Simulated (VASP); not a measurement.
# KSi32 (a cell with a defect) in VASP: single point with PBE

Aim: the single point of KSi32 (a cell with a defect) with PBE.

Everything below comes from runs of VASP 6.6.1. Logs are shortened: lines on timing, memory, paths and dates and some standing lists are left out, and cuts for length are marked.

## Step 1: The cell of the first run

The cell holds a defect, 33 atoms: a = 9.474 Å, b = 9.474 Å, c = 9.474 Å, α = 109.47°, β = 109.47°, γ = 109.47°.

## Step 2: Single point, PBE

INCAR

```
SYSTEM = KSi32
PREC = Accurate
ENCUT = 520
EDIFF = 1E-6
ISMEAR = 0
SIGMA = 0.02
LREAL = Auto
LASPH = .TRUE.
NELM = 60
ALGO = Normal
ISIF = 2
LWAVE = .FALSE.
LCHARG = .FALSE.
GGA = PE
NBANDS = 90
NELECT = 136.0
```

KPOINTS

```
Automatic mesh
0
Gamma
  2 2 2
  0.5 0.5 0.5
```

POSCAR

```
KSi32
1.0
    5.4700937555     -5.4700937555      5.4700937555
   -5.4700937555     -5.4700937555     -5.4700937555
    5.4700937555      5.4700937555     -5.4700937555
Si K
32 1
Direct
    0.4999803700     -0.0000182812      0.7499872367
    0.7500142015      0.0000152648      0.5000015763
    0.7409495488      0.7500251702      0.7409585066
   -0.0000086836      0.0090687660      0.2590305694
   -0.0000089578      0.7500014960      0.4837281806
    0.0000208406      0.4909478923      0.7409443386
    0.2590379733      0.0090411613      0.0000000000
    0.2590759982      0.7500035984      0.2590427264
    0.2500139049      0.5000186692      0.5000039528
    0.2499867573      0.2499837409      0.7499934523
    0.4837118189      0.7499980226      0.0000117914
    0.4999981942      0.4999786333      0.2499968120
    0.5162682993      0.2662783428      0.5162899625
    0.7409370262      0.4909484407     -0.0000124312
    0.7499815695      0.2499999198      0.2500027534
   -0.0000102375      0.2337237819      0.0000115172
    0.4970189034      0.2470176126      0.7507853948
    0.7507790878      0.2470344313      0.4970327057
    0.7462438822     -0.0007604074      0.7462441564
   -0.0000052101      0.2530010566      0.2537684109
   -0.0000017367      0.0037619099      0.5029594780
    0.0000054844      0.7500140187      0.7267977804
    0.2537361446      0.2529601067     -0.0000045703
    0.2732157010      0.0232245562      0.2732101252
    0.2537453766      0.7499975656      0.5029555476
    0.2492360389      0.4962440538      0.7462457103
    0.5029589296      0.0037480162     -0.0000044789
    0.5029937553      0.7499929953      0.2537660344
    0.4970327972      0.5007915993      0.4970302378
    0.7267674336      0.7500082601      0.0000000914
    0.7462474470      0.4962467046      0.2492130046
    0.0000002742      0.4767665083      0.0000000000
   -0.0000133453     -0.2500255135     -0.0000031078
```

Potentials or basis: VASP PAW PBE potentials, release 64 (Si, K_sv).

Run with:

```sh
cat potpaw_PBE.64/Si/POTCAR potpaw_PBE.64/K_sv/POTCAR > POTCAR
mpirun -np 1 vasp_std > vasp.out
```

OUTCAR:

```text
SYSTEM = KSi32
   PREC = Accurate
   ENCUT = 520
   EDIFF = 1E-6
   ISMEAR = 0
   LREAL = Auto
   LASPH = .TRUE.
   NELM = 60
   ISIF = 2
   GGA = PE
   NELECT = 136.0

 ion  position               nearest neighbor table
   1  0.500  1.000  0.750-  25 2.35  17 2.35  19 2.35  27 2.35
   2  0.750  0.000  0.500-  21 2.35  18 2.35  19 2.35  28 2.35
   3  0.741  0.750  0.741-  19 2.33  29 2.33  30 2.50  22 2.50  33 2.83
   4  1.000  0.009  0.259-  20 2.33  21 2.33  30 2.50  24 2.50  33 2.83
   5  1.000  0.750  0.484-  22 2.30  31 2.35  25 2.35  21 2.35
   6  0.000  0.491  0.741-  26 2.33  18 2.33  22 2.50  32 2.50  33 2.83
   7  0.259  0.009  0.000-  27 2.33  23 2.33  22 2.50  24 2.50  33 2.83
   8  0.259  0.750  0.259-  28 2.33  25 2.33  24 2.50  32 2.50  33 2.83
   9  0.250  0.500  0.500-  25 2.35  29 2.35  20 2.35  26 2.35
  10  0.250  0.250  0.750-  21 2.35  17 2.35  26 2.35  23 2.35
  11  0.484  0.750  0.000-  30 2.30  28 2.35  26 2.35  27 2.35
  12  0.500  0.500  0.250-  29 2.35  31 2.35  28 2.35  23 2.35
  13  0.516  0.266  0.516-  24 2.30  17 2.35  18 2.35  29 2.35
  14  0.741  0.491  1.000-  17 2.33  31 2.33  30 2.50  32 2.50  33 2.83
  15  0.750  0.250  0.250-  18 2.35  31 2.35  20 2.35  27 2.35
  16  1.000  0.234  0.000-  32 2.30  20 2.35  19 2.35  23 2.35
  17  0.497  0.247  0.751-  14 2.33  10 2.35   1 2.35  13 2.35
  18  0.751  0.247  0.497-   6 2.33  15 2.35   2 2.35  13 2.35
  19  0.746  0.999  0.746-   3 2.33   2 2.35   1 2.35  16 2.35
  20  1.000  0.253  0.254-   4 2.33   9 2.35  15 2.35  16 2.35
  21  1.000  0.004  0.503-   4 2.33  10 2.35   2 2.35   5 2.35
  22  0.000  0.750  0.727-   5 2.30   7 2.50   3 2.50   6 2.50  33 2.59
  23  0.254  0.253  1.000-   7 2.33  10 2.35  12 2.35  16 2.35
  24  0.273  0.023  0.273-  13 2.30   7 2.50   4 2.50   8 2.50  33 2.59
  25  0.254  0.750  0.503-   8 2.33   1 2.35   9 2.35   5 2.35
  26  0.249  0.496  0.746-   6 2.33   9 2.35  10 2.35  11 2.35
  27  0.503  0.004  1.000-   7 2.33   1 2.35  15 2.35  11 2.35
  28  0.503  0.750  0.254-   8 2.33  12 2.35   2 2.35  11 2.35
  29  0.497  0.501  0.497-   3 2.33  12 2.35   9 2.35  13 2.35
  30  0.727  0.750  0.000-  11 2.30   4 2.50   3 2.50  14 2.50  33 2.59
  31  0.746  0.496  0.249-  14 2.33  12 2.35  15 2.35   5 2.35
  32  0.000  0.477  0.000-  16 2.30   8 2.50  14 2.50   6 2.50  33 2.59
  33  1.000  0.750  1.000-  32 2.59  22 2.59  24 2.59  30 2.59  14 2.83   8 2.83   6 2.83   7 2.83
                             4 2.83   3 2.83

  LATTYP: Found a body centered cubic cell.
 ALAT       =    10.9401875110

  Lattice vectors:

 A1 = (   5.4700937555,  -5.4700937555,   5.4700937555)
 A2 = (  -5.4700937555,  -5.4700937555,  -5.4700937555)
 A3 = (   5.4700937555,   5.4700937555,  -5.4700937555)

Analysis of symmetry for initial positions (statically):
=====================================================================
 Subroutine PRICEL returns:
 Original cell was already a primitive cell.

 Routine SETGRP: Setting up the symmetry group for a
 body centered cubic supercell.

 Subroutine GETGRP returns: Found  1 space group operations
 (whereof  1 operations were pure point group operations)
 out of a pool of 48 trial point group operations.

The static configuration has the point symmetry C_1 .

Analysis of symmetry for dynamics (positions and initial velocities):
=====================================================================
 Subroutine PRICEL returns:
 Original cell was already a primitive cell.

 Routine SETGRP: Setting up the symmetry group for a
 body centered cubic supercell.

 Subroutine GETGRP returns: Found  1 space group operations
 (whereof  1 operations were pure point group operations)
 out of a pool of 48 trial point group operations.

The dynamic configuration has the point symmetry C_1 .

 Subroutine INISYM returns: Found  1 space group operations
 (whereof  1 operations are pure point group operations),
 and found     1 'primitive' translations

----------------------------------------------------------------------------------------

                                     Primitive cell

  volume of cell :     654.7030

  direct lattice vectors                    reciprocal lattice vectors
     5.470093755 -5.470093755  5.470093755     0.091406112 -0.091406112  0.000000000
    -5.470093755 -5.470093755 -5.470093755     0.000000000 -0.091406112 -0.091406112
     5.470093755  5.470093755 -5.470093755     0.091406112  0.000000000 -0.091406112

  length of vectors
     9.474480307  9.474480307  9.474480307     0.129267763  0.129267763  0.129267763

  position of ions in fractional coordinates (direct lattice)
     0.499980370  0.999981719  0.749987237
     0.750014202  0.000015265  0.500001576
     0.740949549  0.750025170  0.740958507
     0.999991316  0.009068766  0.259030569
     0.999991042  0.750001496  0.483728181
     0.000020841  0.490947892  0.740944339
[... 25 lines left out ...]
     0.000000274  0.476766508  0.000000000
     0.999986655  0.749974487  0.999996892

  ion indices of the primitive-cell ions
   primitive index   ion index
                 1           1
                 2           2
                 3           3
                 4           4
                 5           5
                 6           6
[... 25 lines left out ...]
                32          32
                33          33

----------------------------------------------------------------------------------------

 KPOINTS: Automatic mesh

Automatic generation of k-mesh.
 Grid dimensions read from file:
 generate k-points for:    2    2    2

 Generating k-lattice:

  Cartesian coordinates                     Fractional coordinates (reciprocal lattice)
     0.045703056 -0.045703056  0.000000000     0.500000000  0.000000000  0.000000000
     0.000000000 -0.045703056 -0.045703056     0.000000000  0.500000000  0.000000000
     0.045703056  0.000000000 -0.045703056     0.000000000  0.000000000  0.500000000

  Length of vectors
     0.064633881  0.064633881  0.064633881

  Shift w.r.t. Gamma in fractional coordinates (k-lattice)
     0.500000000  0.500000000  0.500000000

 Subroutine IBZKPT returns following result:
 ===========================================

 Found      4 irreducible k-points:

 Following reciprocal coordinates:
            Coordinates               Weight
  0.250000  0.250000  0.250000      2.000000
 -0.250000  0.250000  0.250000      2.000000
  0.250000 -0.250000  0.250000      2.000000
  0.250000  0.250000 -0.250000      2.000000
   k-points           NKPTS =      4   k-points in BZ     NKDIM =      4   number of bands    NBANDS=     90
   number of dos      NEDOS =    301   number of ions     NIONS =     33
   total plane-waves  NPLWV = 343000
   dimension x,y,z NGX =    70 NGY =   70 NGZ =   70
   dimension x,y,z NGXF=   140 NGYF=  140 NGZF=  140
   ions per type =              32   1
   NGX,Y,Z   is equivalent  to a cutoff of  12.28, 12.28, 12.28 a.u.
   NGXF,Y,Z  is equivalent  to a cutoff of  24.57, 24.57, 24.57 a.u.
 SYSTEM =  KSi32
   PREC   = accura    normal or accurate (medium, high low for compatibility)
   ISTART =      0    job   : 0-new  1-cont  2-samecut
   ICHARG =      2    charge: 1-file 2-atom 10-const
   ISPIN  =      1    spin polarized calculation?
   LNONCOLLINEAR =      F non collinear calculations
   LSORBIT =      F    spin-orbit coupling
   LASPH  =      T    aspherical Exc in radial PAW
   ENCUT  =  520.0 eV  38.22 Ry    6.18 a.u.  17.62 17.62 17.62*2*pi/ulx,y,z
   NELM   =     60;   NELMIN=  2; NELMDL= -5     # of ELM steps
   EDIFF  = 0.1E-05   stopping-criterion for ELM
   LREAL  =      T    real-space projection
   EDIFFG = 0.1E-04   stopping-criterion for IOM
   NSW    =      0    number of steps for IOM
   IBRION =     -1    ionic relax: 0-MD 1-quasi-New 2-CG
   NFREE  =      0    steps in history (QN), initial steepest desc. (CG)
   ISIF   =      2    stress and relaxation
   ISYM   =      2    0-nonsym 1-usesym 2-fastsym
   POTIM  = 0.5000    time-step for ionic-motion
   TEBEG  =    0.0;   TEEND  =   0.0 temperature during run
   PSTRESS=    0.0 pullay stress
   NELECT =     136.0000    total number of electrons
   NUPDOWN=      -1.0000    fix difference up-down
   EMIN   =  10.00;   EMAX   =-10.00  energy-range for DOS
   EFERMI =   0.00;   METHOD = LEGACY
   ISMEAR =     0;   SIGMA  =   0.02  broadening in eV -4-tet -1-fermi 0-gaus
   EFERMI_NEDOS =   21; number of points for ismear=-14 and -15
   IALGO  =     38    algorithm
   IMIX   =      4    mixing-type and parameters
     AMIX     =   0.40;   BMIX     =  1.00
     AMIX_MAG =   1.60;   BMIX_MAG =  1.00
  volume/ion in A,a.u.               =      19.84       133.88
  Fermi-wavevector in a.u.,A,eV,Ry     =   0.969556  1.832196 12.790013  0.940039
  Thomas-Fermi vector in A             =   2.099619
   LORBIT       =      0    0 simple, 1 ext, 2 COOP (PROOUT), +10 PAW based schemes
   GGA     = PE    functional components
   LHFCALC =     F    Hartree Fock is set to
   AEXX    =    0.0000 exact exchange contribution
   IVDW    =     0    specifies the selected vdW correction
   LEPSILON=     F    determine dielectric tensor
   LRPA    =     F    only Hartree local field effects (RPA)
 non-spin polarized calculation
 Gauss-broadening in eV      SIGMA  =   0.02
  energy-cutoff  :      520.00
  volume of cell :      654.70
 maximum number of plane-waves:     17628
 NGX is ok and might be reduce to    70
   NGX = 35   NGY = 35   NGZ = 35

 number of electron     136.0000001 magnetization

 Free energy of the ion-electron system (eV)
  ---------------------------------------------------
  ext. energy  EPLUGINS =         0.00000000
  ---------------------------------------------------
  free energy    TOTEN  =      -176.59055750 eV

  energy without entropy =     -176.59055750  energy(sigma->0) =     -176.59055750

 E-fermi :   5.1363     XC(G=0):  -9.4363

 val. band max:        5.0426836275   @ k =   0.2500   0.2500   0.2500
 cond. band min:       6.3433667425   @ k =  -0.2500   0.2500   0.2500
 fundamental gap:      1.3006831151
 Fermi energy:         5.1362762443

 k-point     1 :       0.2500    0.2500    0.2500
  band No.  band energies     occupation
      1     -24.1501      2.00000
      2      -8.3349      2.00000
      3      -8.3347      2.00000
      4      -8.3346      2.00000
      5      -5.2586      2.00000
      6      -5.2585      2.00000
[... 72 lines left out ...]
     79       7.3725      0.00000
[... 248 lines left out ...]
     79       8.0946      0.00000
     80       8.1457      0.00000
 [bands above 80 left out]

------------------------ aborting loop because EDIFF is reached ----------------------------------------

  FORCE on cell =-STRESS in cart. coord.  units (eV):
  Direction    XX          YY          ZZ          XY          YZ          ZX
  --------------------------------------------------------------------------------------
  -------------------------------------------------------------------------------------
  Total        5.4476817      5.4502775      5.4474582     -0.0076607     -0.0085857     -0.0079809
  in kB       13.3314690     13.3378214     13.3309220     -0.0187471     -0.0210108     -0.0195306
  external PRESSURE =      13.3334041 kB  Pullay stress =       0.0000000 kB

 VOLUME and BASIS-vectors are now :
 -----------------------------------------------------------------------------
  energy-cutoff  :      520.00
  volume of cell :      654.70
      direct lattice vectors                 reciprocal lattice vectors
     5.470093755 -5.470093755  5.470093755     0.091406112 -0.091406112  0.000000000
    -5.470093755 -5.470093755 -5.470093755     0.000000000 -0.091406112 -0.091406112
     5.470093755  5.470093755 -5.470093755     0.091406112  0.000000000 -0.091406112

 POSITION                                       TOTAL-FORCE (eV/Angst)
 -----------------------------------------------------------------------------------
      1.36745     -4.10243     -6.83755         0.000474     -0.000871     -0.000304
      6.83762     -1.36768      1.36751        -0.000378      0.001192     -0.000209
      4.00347     -4.10266     -4.10276        -0.020712     -0.001336     -0.000808
      6.83736     -4.10273      4.00352        -0.000417     -0.000688     -0.021038
      4.01350     -6.92658     -1.27857         0.003161      0.002180     -0.005198
      1.36762      1.36739     -6.73845         0.001422      0.003008      0.019888
[... 25 lines left out ...]
     -2.60796     -2.60796     -2.60796         0.017557      0.016971      0.018029
      6.83767     -4.10237     -4.10249        -0.000290      0.000134     -0.000836
 -----------------------------------------------------------------------------------
    total drift:                               -0.002329     -0.002555     -0.002975

  FREE ENERGIE OF THE ION-ELECTRON SYSTEM (eV)
  ---------------------------------------------------
  free  energy   TOTEN  =      -176.5905574960 eV

  energy  without entropy=     -176.5905574960  energy(sigma->0) =     -176.59055750
```

Run time: 6.3 min. Hardware: 1 thread of Intel Xeon Platinum 8375C at 2.90GHz (Ice Lake), shared host; peak memory 0.73 GiB.

What came out:

```yaml
Free_energy: -176.5906 eV
Largest_force: 0.030 eV/Å
```

Forces on the atoms (eV/Å):
```
Si   0.000 -0.001  0.000
Si   0.000  0.001  0.000
Si  -0.021 -0.001 -0.001
Si   0.000 -0.001 -0.021
Si   0.003  0.002 -0.005
Si   0.001  0.003  0.020
Si  -0.002 -0.022 -0.002
Si   0.020  0.003  0.001
Si   0.000  0.001  0.000
Si   0.001 -0.001 -0.001
Si   0.003 -0.006  0.004
Si  -0.001 -0.001  0.000
Si  -0.006  0.002  0.004
Si   0.003  0.021  0.002
Si   0.000 -0.001  0.001
Si  -0.002 -0.003 -0.002
Si   0.002 -0.001 -0.002
Si   0.002 -0.002 -0.003
Si   0.000  0.002  0.001
Si   0.001  0.001  0.000
Si   0.000  0.000  0.006
Si  -0.017 -0.016  0.016
Si   0.001 -0.001  0.001
Si   0.015 -0.016 -0.017
Si  -0.003 -0.002  0.002
Si  -0.002  0.003 -0.002
Si   0.000  0.004 -0.001
Si  -0.002  0.002 -0.003
Si   0.006  0.000 -0.001
Si  -0.016  0.014 -0.016
Si  -0.002 -0.002  0.002
Si   0.018  0.017  0.018
K    0.000  0.000 -0.001
```

Caveat: the cell carries a net charge on a neutralising background, which shifts energy and pressure; the cell is charged against a uniform background, so pressure and absolute levels hang on convention.
